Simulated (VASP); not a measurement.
A run of VASP 6.6.1 is set up as follows.

POSCAR

```
CdSe
1.0
    3.0667787416      3.0667787416      0.0000000000
   -3.0667787416      3.0667787416      0.0000000000
    0.0000000000      3.0667787416      3.0667787416
Cd Se
1 1
Direct
    0.0000000000      0.0000000000      0.0000000000
    0.7500000000      0.2500000000      0.5000000000
```

The input INCAR.step1:

```
  ALGO = Normal
  EDIFF = 1E-4
  ENCUT = 600
  GGA = PE
  ISMEAR = 0
  LASPH = T
  LCHARG = F
  LREAL = F
  LWAVE = T
  NELM = 80
  PREC = Accurate
  SIGMA = 0.01
```

File INCAR.step2:

```
  ALGO = Normal
  EDIFF = 1E-6
  EDIFFG = -0.002
  ENCUT = 600
  IBRION = 2
  ISIF = 3
  ISMEAR = 0
  ISTART = 1
  LASPH = T
  LCHARG = F
  LMIXTAU = T
  LREAL = F
  LWAVE = F
  METAGGA = R2SCAN
  NELM = 80
  NSW = 100
  PREC = Accurate
  PSTRESS = 20.0
  SIGMA = 0.01
```

KPOINTS

```
k-points
0
Gamma
  6 6 6
```

Potentials or basis: VASP PAW PBE potentials, release 64 (Cd, Se).

The run is started by

```sh
$ cat potpaw_PBE.64/Cd/POTCAR potpaw_PBE.64/Se/POTCAR > POTCAR
$ cp INCAR.step1 INCAR
$ mpirun -np 1 vasp_std > vasp.out
$ cp INCAR.step2 INCAR
$ mpirun -np 1 vasp_std > vasp.out
```

Task: Predict the relaxed volume.

Result: 27.94 Å³/atom.

Task: What does it give for the space group after relaxing (to 0.1 Å)?

Result: F-43m (No. 216).

Task: Estimate the band gap on the k mesh.

Result: 1.10 eV.

Final structure:
```yaml
crystal:
  lattice:
    - [3.03439, 3.03439, 0.00000]
    - [-3.03439, 3.03439, 0.00000]
    - [0.00000, 3.03439, 3.03439]
  atoms:
    - { symbol: Cd, position: [0.00000, 0.00000, 0.00000] }
    - { symbol: Se, position: [0.75000, 0.25000, 0.50000] }
```

Caveat: the cell is relaxed towards a set pressure, so the run minimises the enthalpy, not the energy; the PAW data sets were made with another functional, which shifts forces and pressure a little.
